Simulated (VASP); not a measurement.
Input of a VASP 6.6.1 run:

The input INCAR:

```
SYSTEM = Re
PREC     = Accurate       ! precision mode
ENCUT    = 520            ! plane-wave cutoff, eV
EDIFF    = 1E-6           ! SCF threshold, eV
ISMEAR   = -1             ! smearing method
SIGMA    = 0.1            ! smearing width, eV
LREAL    = .FALSE.        ! projectors in reciprocal space
LASPH    = .TRUE.         ! aspherical terms in the spheres
NELM     = 60             ! most SCF steps
ALGO     = Normal         ! electronic algorithm
ISIF     = 2              ! what is computed and relaxed
LWAVE    = .FALSE.        ! write WAVECAR
LCHARG   = .FALSE.        ! write CHGCAR
GGA      = PS             ! functional
NBANDS   = 14             ! bands
```

Contents of KPOINTS:

```
regular mesh
0
G
  13 13 13
  0 0 0
```

File POSCAR:

```
Re
1.0
    0.0000000000      2.6126767522      2.6126767522
    2.6126767522      0.0000000000      2.6126767522
    2.6126767522      2.6126767522      0.0000000000
Re
2
Direct
    0.0000000000      0.0000000000      0.0000000000
    0.2500000000      0.2500000000      0.2500000000
```

Potentials or basis: VASP PAW PBE potentials, release 64 (Re).

Command:

```bash
$ cat potpaw_PBE.64/Re/POTCAR > POTCAR
$ mpirun -np 1 vasp_std > vasp.out
```

**Question.** What does it give for the pressure?

**Answer.** 54.8 GPa.

**Question.** What does it give for the band gap on the k mesh?

**Answer.** Zero (bands 7 and 8 overlap by 1.49 eV).

Caveat: the cell stands under pressure; the PAW data sets were made with another functional, which shifts forces and pressure a little; spin-orbit coupling is left out, which moves the levels of the heavy elements.
